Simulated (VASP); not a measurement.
Write the native input for VASP 6.6.1 that does the following.

| Quantity | Value |
| --- | --- |
| Task | single point |
| Functional | PBE |
| Potentials or basis | VASP PAW PBE potentials, release 64 (Rb_sv, Na_pv, Te) |
| Cutoff | 520 eV |
| k mesh | 3 × 3 × 3 |
| Occupations | gaussian, width 0.1 eV |
| Spin | no spin polarisation |
| Dipole correction | no |
| Further INCAR settings | ALGO = Normal; EDIFF = 1e-06; NBANDS = 30 |

The structure of RbNa3Te2 lies in POSCAR:

```
RbNa3Te2
1.0
    3.3966624153      1.9610639598      8.0268485201
   -3.3966624153      1.9610639598      8.0268485201
    0.0000000000     -3.9221279196      8.0268485201
Rb Na Te
1 3 2
Direct
    0.0000000000      0.0000000000      0.0000000000
    0.0000000000      0.0000000000      0.5000000000
    0.5000000000      0.0000000000      0.0000000000
    0.0000000000      0.5000000000      0.0000000000
    0.7435431103      0.7435431103      0.7435431103
    0.2564568897      0.2564568897      0.2564568897
```

The cell was generated, and may not be a known phase.

The input as run:

INCAR

```
PREC = Accurate ; ENCUT = 520
EDIFF = 1E-6 ; ISMEAR = 0
SIGMA = 0.1 ; LREAL = F
LASPH = T ; NELM = 60
ALGO = Normal ; ISIF = 2
LWAVE = F ; LCHARG = T
GGA = PE ; LELF = T
LVHAR = T ; NBANDS = 30
```

KPOINTS

```
Automatic mesh
0
Gamma
  3 3 3
```

Potentials or basis: VASP PAW PBE potentials, release 64 (Rb_sv, Na_pv, Te).

Run with:

```bash
$ cat potpaw_PBE.64/Rb_sv/POTCAR potpaw_PBE.64/Na_pv/POTCAR potpaw_PBE.64/Te/POTCAR > POTCAR
$ mpirun -np 1 vasp_std > vasp.out
```

Results of the run:

* Pressure: 0.1 GPa
* Largest force: 0.021 eV/Å
* Band gap on the k mesh: 1.38 eV

Caveat: spin-orbit coupling is left out, which moves the levels of the heavy elements.

Run time: 5.7 min on 1 thread of Intel Xeon 8259CL, on a shared host, peak memory 0.71 GiB.
